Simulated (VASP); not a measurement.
# Ge2P (P-3m1) in VASP: relaxation of cell and atoms with PBE

Aim: the relaxation of cell and atoms of Ge2P with PBE.

Program: VASP 6.6.1. These are calculated values, not measurements. Logs are shortened: lines on timing, memory, paths and dates and some standing lists are left out, and cuts for length are marked.

## 1. The cell of the first run

Symmetry: P-3m1, No. 164, trigonal system. Conventional cell: a = 4.493 Å, b = 4.493 Å, c = 3.086 Å, α = 90.00°, β = 90.00°, γ = 120.00°. Ge (site symmetry 3m) has 6 P at 2.71 to 3.46 Å and 8 Ge at 2.99 to 3.09 Å within 3.6 Å. P (site symmetry -3m) has 12 Ge at 2.71 to 3.46 Å and 2 P at 3.09 Å within 3.6 Å.

The cell was generated, and may not be a known phase.

## 2. Relaxation of cell and atoms, PBE

Contents of INCAR:

```
SYSTEM = Ge2P
PREC = Accurate ; ENCUT = 600
EDIFF = 1E-7 ; ISMEAR = 0
SIGMA = 0.1 ; LREAL = .False.
LASPH = .True. ; NELM = 100
ALGO = Normal ; ISIF = 3
LWAVE = .False. ; LCHARG = .False.
GGA = PE ; IBRION = 2
NSW = 100 ; EDIFFG = -0.01
```

Contents of KPOINTS:

```
Automatic mesh
0
Gamma
  12 12 16
  0 0 0
```

Contents of POSCAR:

```
Ge2P
1.0
    4.4932444066      0.0000000000      0.0000000000
   -2.2466222033      3.8912638016      0.0000000000
    0.0000000000      0.0000000000      3.0860894104
Ge P
2 1
Direct
    0.6666666667      0.3333333333      0.7419022667
    0.3333333333      0.6666666667      0.2580977333
    0.0000000000      0.0000000000      0.0000000000
```

Potentials or basis: VASP PAW PBE potentials, release 64 (Ge_d, P).

The run is started by

```
$ cat potpaw_PBE.64/Ge_d/POTCAR potpaw_PBE.64/P/POTCAR > POTCAR
$ mpirun -np 1 vasp_std > vasp.out
```

OUTCAR:

```text
SYSTEM = Ge2P
   PREC = Accurate
   ENCUT = 600
   EDIFF = 1E-7
   ISMEAR = 0
   LREAL = .False.
   LASPH = .True.
   NELM = 100
   ISIF = 3
   GGA = PE
   IBRION = 2
   NSW = 100
   EDIFFG = -0.01

 ion  position               nearest neighbor table
   1  0.667  0.333  0.742-   3 2.71   3 2.71   3 2.71
   2  0.333  0.667  0.258-   3 2.71   3 2.71   3 2.71
   3  0.000  0.000  0.000-   1 2.71   2 2.71   1 2.71   2 2.71   1 2.71   2 2.71

  LATTYP: Found a hexagonal cell.
 ALAT       =     4.4932444066
 C/A-ratio  =     0.6868287436

  Lattice vectors:

 A1 = (   4.4932444066,   0.0000000000,   0.0000000000)
 A2 = (  -2.2466222033,   3.8912638016,   0.0000000000)
 A3 = (   0.0000000000,   0.0000000000,   3.0860894104)

Analysis of symmetry for initial positions (statically):
=====================================================================
 Subroutine PRICEL returns:
 Original cell was already a primitive cell.

 Routine SETGRP: Setting up the symmetry group for a
 hexagonal supercell.

 Subroutine GETGRP returns: Found 12 space group operations
 (whereof 12 operations were pure point group operations)
 out of a pool of 24 trial point group operations.

The static configuration has the point symmetry D_3d.

Analysis of symmetry for dynamics (positions and initial velocities):
=====================================================================
 Subroutine PRICEL returns:
 Original cell was already a primitive cell.

 Routine SETGRP: Setting up the symmetry group for a
 hexagonal supercell.

 Subroutine GETGRP returns: Found 12 space group operations
 (whereof 12 operations were pure point group operations)
 out of a pool of 24 trial point group operations.

The dynamic configuration has the point symmetry D_3d.

 Subroutine INISYM returns: Found 12 space group operations
 (whereof 12 operations are pure point group operations),
 and found     1 'primitive' translations

----------------------------------------------------------------------------------------

                                     Primitive cell

  volume of cell :      53.9584

  direct lattice vectors                    reciprocal lattice vectors
     4.493244407  0.000000000  0.000000000     0.222556333  0.128492959  0.000000000
    -2.246622203  3.891263802  0.000000000     0.000000000  0.256985918  0.000000000
     0.000000000  0.000000000  3.086089410     0.000000000  0.000000000  0.324034682

  length of vectors
     4.493244407  4.493244407  3.086089410     0.256985918  0.256985918  0.324034682

  position of ions in fractional coordinates (direct lattice)
     0.666666667  0.333333333  0.741902267
     0.333333333  0.666666667  0.258097733
     0.000000000  0.000000000  0.000000000

  ion indices of the primitive-cell ions
   primitive index   ion index
                 1           1
                 2           2
                 3           3

----------------------------------------------------------------------------------------

 KPOINTS: Automatic mesh

Automatic generation of k-mesh.
 Grid dimensions read from file:
 generate k-points for:   12   12   16

 Generating k-lattice:

  Cartesian coordinates                     Fractional coordinates (reciprocal lattice)
     0.018546361  0.010707747  0.000000000     0.083333333  0.000000000  0.000000000
     0.000000000  0.021415493  0.000000000     0.000000000  0.083333333  0.000000000
     0.000000000  0.000000000  0.020252168     0.000000000  0.000000000  0.062500000

  Length of vectors
     0.021415493  0.021415493  0.020252168

  Shift w.r.t. Gamma in fractional coordinates (k-lattice)
     0.000000000  0.000000000  0.000000000

 Subroutine IBZKPT returns following result:
 ===========================================

 Found    255 irreducible k-points:

 Following reciprocal coordinates:
            Coordinates               Weight
  0.000000  0.000000  0.000000      1.000000
  0.083333  0.000000  0.000000      6.000000
  0.166667  0.000000  0.000000      6.000000
  0.250000  0.000000  0.000000      6.000000
  0.333333  0.000000  0.000000      6.000000
  0.416667  0.000000  0.000000      6.000000
[... 16 lines left out ...]
  0.166667  0.000000  0.062500      6.000000
  0.000000  0.166667  0.062500      6.000000
 [... further k-points ...]
   k-points           NKPTS =    255   k-points in BZ     NKDIM =    255   number of bands    NBANDS=     20
   number of dos      NEDOS =    301   number of ions     NIONS =      3
   total plane-waves  NPLWV =  36288
   dimension x,y,z NGX =    36 NGY =   36 NGZ =   28
   dimension x,y,z NGXF=    72 NGYF=   72 NGZF=   56
   ions per type =               2   1
   NGX,Y,Z   is equivalent  to a cutoff of  13.32, 13.32, 15.08 a.u.
   NGXF,Y,Z  is equivalent  to a cutoff of  26.64, 26.64, 30.17 a.u.
 SYSTEM =  Ge2P
   PREC   = accura    normal or accurate (medium, high low for compatibility)
   ISTART =      0    job   : 0-new  1-cont  2-samecut
   ICHARG =      2    charge: 1-file 2-atom 10-const
   ISPIN  =      1    spin polarized calculation?
   LNONCOLLINEAR =      F non collinear calculations
   LSORBIT =      F    spin-orbit coupling
   LASPH  =      T    aspherical Exc in radial PAW
   ENCUT  =  600.0 eV  44.10 Ry    6.64 a.u.   8.97  8.97  6.16*2*pi/ulx,y,z
   NELM   =    100;   NELMIN=  2; NELMDL= -5     # of ELM steps
   EDIFF  = 0.1E-06   stopping-criterion for ELM
   LREAL  =      F    real-space projection
   EDIFFG = -.1E-01   stopping-criterion for IOM
   NSW    =    100    number of steps for IOM
   IBRION =      2    ionic relax: 0-MD 1-quasi-New 2-CG
   NFREE  =      1    steps in history (QN), initial steepest desc. (CG)
   ISIF   =      3    stress and relaxation
   ISYM   =      2    0-nonsym 1-usesym 2-fastsym
   POTIM  = 0.5000    time-step for ionic-motion
   TEBEG  =    0.0;   TEEND  =   0.0 temperature during run
   PSTRESS=    0.0 pullay stress
   NELECT =      33.0000    total number of electrons
   NUPDOWN=      -1.0000    fix difference up-down
   EMIN   =  10.00;   EMAX   =-10.00  energy-range for DOS
   EFERMI =   0.00;   METHOD = LEGACY
   ISMEAR =     0;   SIGMA  =   0.10  broadening in eV -4-tet -1-fermi 0-gaus
   EFERMI_NEDOS =   21; number of points for ismear=-14 and -15
   IALGO  =     38    algorithm
   IMIX   =      4    mixing-type and parameters
     AMIX     =   0.40;   BMIX     =  1.00
     AMIX_MAG =   1.60;   BMIX_MAG =  1.00
  volume/ion in A,a.u.               =      17.99       121.38
  Fermi-wavevector in a.u.,A,eV,Ry     =   1.389610  2.625983 26.273084  1.931017
  Thomas-Fermi vector in A             =   2.513625
   LORBIT       =      0    0 simple, 1 ext, 2 COOP (PROOUT), +10 PAW based schemes
   GGA     = PE    functional components
   LHFCALC =     F    Hartree Fock is set to
   AEXX    =    0.0000 exact exchange contribution
   IVDW    =     0    specifies the selected vdW correction
   LEPSILON=     F    determine dielectric tensor
   LRPA    =     F    only Hartree local field effects (RPA)
 conjugate gradient relaxation of ions
 non-spin polarized calculation
 Gauss-broadening in eV      SIGMA  =   0.10
  energy-cutoff  :      600.00
  volume of cell :       53.96
 maximum number of plane-waves:      1830
   NGX = 17   NGY = 17   NGZ = 13

--------------------------------------- Ionic step        1  -------------------------------------------

 number of electron      33.0000025 magnetization

 Free energy of the ion-electron system (eV)
  ---------------------------------------------------
  ext. energy  EPLUGINS =         0.00000000
  ---------------------------------------------------
  free energy    TOTEN  =       -13.07559513 eV

  energy without entropy =      -13.06964091  energy(sigma->0) =      -13.07261802

------------------------ aborting loop because EDIFF is reached ----------------------------------------

  FORCE on cell =-STRESS in cart. coord.  units (eV):
  Direction    XX          YY          ZZ          XY          YZ          ZX
  --------------------------------------------------------------------------------------
  -------------------------------------------------------------------------------------
  Total        0.2269417      0.2269417     -0.1843349      0.0000000      0.0000000      0.0000000
  in kB        6.7385366      6.7385366     -5.4734216      0.0000000      0.0000000      0.0000000
  external PRESSURE =       2.6678839 kB  Pullay stress =       0.0000000 kB
[... 92 lines left out ...]
  FREE ENERGIE OF THE ION-ELECTRON SYSTEM (eV)
  ---------------------------------------------------
  free  energy   TOTEN  =       -13.0792531275 eV

  energy  without entropy=      -13.0716647089  energy(sigma->0) =      -13.07545892

[... ionic steps 4 to 38 ...]

--------------------------------------- Ionic step       39  -------------------------------------------

 number of electron      32.9999983 magnetization

------------------------ aborting loop because EDIFF is reached ----------------------------------------

  FORCE on cell =-STRESS in cart. coord.  units (eV):
  Direction    XX          YY          ZZ          XY          YZ          ZX
  --------------------------------------------------------------------------------------
  -------------------------------------------------------------------------------------
  Total        0.0077156      0.0077156      0.0955156      0.0000000      0.0000000     -0.0000000
  in kB        0.2291613      0.2291613      2.8368932      0.0000000      0.0000000     -0.0000000
  external PRESSURE =       1.0984052 kB  Pullay stress =       0.0000000 kB
[... 59 lines left out ...]
  energy  without entropy=      -13.4546834106  energy(sigma->0) =      -13.45765385

--------------------------------------- Ionic step       41  -------------------------------------------

 number of electron      32.9999984 magnetization

 Free energy of the ion-electron system (eV)
  ---------------------------------------------------
  ext. energy  EPLUGINS =         0.00000000
  ---------------------------------------------------
  free energy    TOTEN  =       -13.46067554 eV

  energy without entropy =      -13.45472642  energy(sigma->0) =      -13.45770098

 E-fermi :   7.1121     XC(G=0): -11.1236

 val. band max:        7.1093001542   @ k =   0.0833   0.0000   0.5000
 cond. band min:       7.1201930112   @ k =  -0.0833   0.2500   0.3125
 fundamental gap:      0.0108928570
 Fermi energy:         7.1120722515

 k-point     1 :       0.0000    0.0000    0.0000
  band No.  band energies     occupation
      1     -17.7638      2.00000
      2     -17.7098      2.00000
      3     -17.6609      2.00000
      4     -17.6609      2.00000
      5     -17.6196      2.00000
      6     -17.6196      2.00000
[... 12 lines left out ...]
     19      14.1555      0.00000
[... 513 lines left out ...]
      4     -17.6613      2.00000
      5     -17.6130      2.00000
      6     -17.6086      2.00000
[... 12 lines left out ...]
     19      12.5039      0.00000
     20      13.4651      0.00000

 [... further k-points ...]

------------------------ aborting loop because EDIFF is reached ----------------------------------------

  FORCE on cell =-STRESS in cart. coord.  units (eV):
  Direction    XX          YY          ZZ          XY          YZ          ZX
  --------------------------------------------------------------------------------------
  -------------------------------------------------------------------------------------
  Total       -0.0070948     -0.0070948      0.0197385      0.0000000      0.0000000     -0.0000000
  in kB       -0.2104273     -0.2104273      0.5854345      0.0000000      0.0000000     -0.0000000
  external PRESSURE =       0.0548600 kB  Pullay stress =       0.0000000 kB
[... 18 lines left out ...]
  FREE ENERGIE OF THE ION-ELECTRON SYSTEM (eV)
  ---------------------------------------------------
  free  energy   TOTEN  =       -13.4606755420 eV

  energy  without entropy=      -13.4547264219  energy(sigma->0) =      -13.45770098

 reached required accuracy - stopping structural energy minimisation
```

It took 40 min on 1 thread of Intel Xeon 6975P-C (Granite Rapids), shared host; peak memory 0.51 GiB.

What came out:

```
Free energy                           : -13.4607 eV
Relaxed volume                        : 18.01 Å³/atom
Relaxed cell                          : a = 4.890 Å, b = 4.890 Å, c = 2.608 Å, α = 90.00°, β = 90.00°, γ = 120.00°
Space group after relaxing (to 0.1 Å) : P6/mmm (No. 191)
Energy gained by relaxing             : 128.4 meV/atom
Ionic steps                           : 41
Pressure after relaxing               : 0.0 GPa
```

Stress tensor (GPa, compression positive):
```
-0.02  0.00  0.00
 0.00 -0.02  0.00
 0.00  0.00  0.06
```

Step by step:
| step | energy change (eV) | largest force (eV/Å) | pressure (GPa) | volume (Å³) |
| --- | --- | --- | --- | --- |
| 1 | 0.0000 | 0.0090 | 0.27 | 53.96 |
| 3 | -0.0037 | 0.0703 | -0.81 | 54.65 |
| 5 | -0.0085 | 0.0987 | -0.75 | 54.53 |
| 7 | -0.0550 | 0.2346 | 0.01 | 53.90 |
| 9 | -0.0887 | 0.3833 | 1.20 | 52.87 |
| 11 | -0.0907 | 0.3872 | 1.10 | 52.95 |
| 13 | -0.1047 | 0.3817 | 0.13 | 53.65 |
| 15 | -0.1197 | 0.3565 | -3.19 | 56.49 |
| 17 | -0.1270 | 0.3600 | -2.37 | 55.70 |
| 19 | -0.1689 | 0.3089 | -2.06 | 55.55 |
| 21 | -0.2368 | 0.0332 | -0.68 | 54.92 |
| 23 | -0.3309 | 0.0768 | 0.44 | 53.75 |
| 25 | -0.3697 | 0.0686 | 1.65 | 52.90 |
| 27 | -0.3733 | 0.0510 | 2.11 | 52.61 |
| 29 | -0.3829 | 0.0227 | 0.31 | 53.84 |
| 31 | -0.3846 | 0.0190 | -0.15 | 54.13 |
| 33 | -0.3847 | 0.0177 | 0.04 | 53.99 |
| 35 | -0.3848 | 0.0168 | 0.07 | 53.99 |
| 37 | -0.3850 | 0.0083 | 0.07 | 53.96 |
| 39 | -0.3850 | 0.0054 | 0.11 | 53.94 |
| 41 | -0.3851 | 0.0014 | 0.01 | 54.02 |

Final structure:
```xyz
3
Lattice="4.8902 0.0000 0.0000 -2.4451 4.2350 0.0000 0.0000 0.0000 2.6083" Properties=species:S:1:pos:R:3 pbc="T T T"
Ge    2.4451    1.4117    2.6070
Ge    0.0000    2.8234    0.0014
P    -2.4451    4.2350    0.0000
```

Caveat: the highest band is partly filled, so the run has too few bands; a cell axis changed by over 15 % at a fixed basis, so the end point is rough.
